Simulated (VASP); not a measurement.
Write the native input for VASP 6.6.1 that does the following.

```
Task                   : single point
Functional             : PBE
Potentials or basis    : VASP PAW PBE potentials, release 64 (Si, C)
Cutoff                 : 520 eV
k mesh                 : 6 × 6 × 2
Occupations            : gaussian, width 0.1 eV
Spin                   : no spin polarisation
Dipole correction      : no
Further INCAR settings : ALGO = Normal; EDIFF = 1e-07; NBANDS = 21
```

The structure of Si2C lies in POSCAR:

```
Si2C
1.0
    3.2114014936      0.0000000027      0.0000000000
   -1.6057007491      2.7811552739      0.0000000000
    0.0000000000      0.0000000000      8.9054525263
Si C
4 2
Direct
    0.3333333333      0.6666666667      0.0730167105
    0.6666666667      0.3333333333      0.6639021336
    0.3333333333      0.6666666667      0.3360978664
    0.6666666667      0.3333333333      0.9269832895
    0.0000000000      0.0000000000      0.4090390565
    0.0000000000      0.0000000000      0.5909609435
```

The input as run:

INCAR

```
PREC = Accurate
ENCUT = 520
EDIFF = 1E-7
ISMEAR = 0
SIGMA = 0.1
LREAL = False
LASPH = True
NELM = 80
ALGO = Normal
ISIF = 2
LWAVE = False
LCHARG = False
GGA = PE
NBANDS = 21
```

KPOINTS

```
regular mesh
0
Gamma
  6 6 2
```

Potentials or basis: VASP PAW PBE potentials, release 64 (Si, C).

Run with:

```bash
$ cat potpaw_PBE.64/Si/POTCAR potpaw_PBE.64/C/POTCAR > POTCAR
$ mpirun -np 1 vasp_std > vasp.out
```

Results of the run:

The pressure is 0.0 GPa and the largest force is 0.029 eV/Å. The band gap on the k mesh is zero (bands 12 and 13 overlap by 2.69 eV).

Caveat: the k points lie up to 0.38 Å⁻¹ apart, too coarse for converged energies and pressures of a metal.

Wall time 30 s on 1 thread of Intel Xeon 8259CL, on a shared host, peak memory 0.19 GiB.
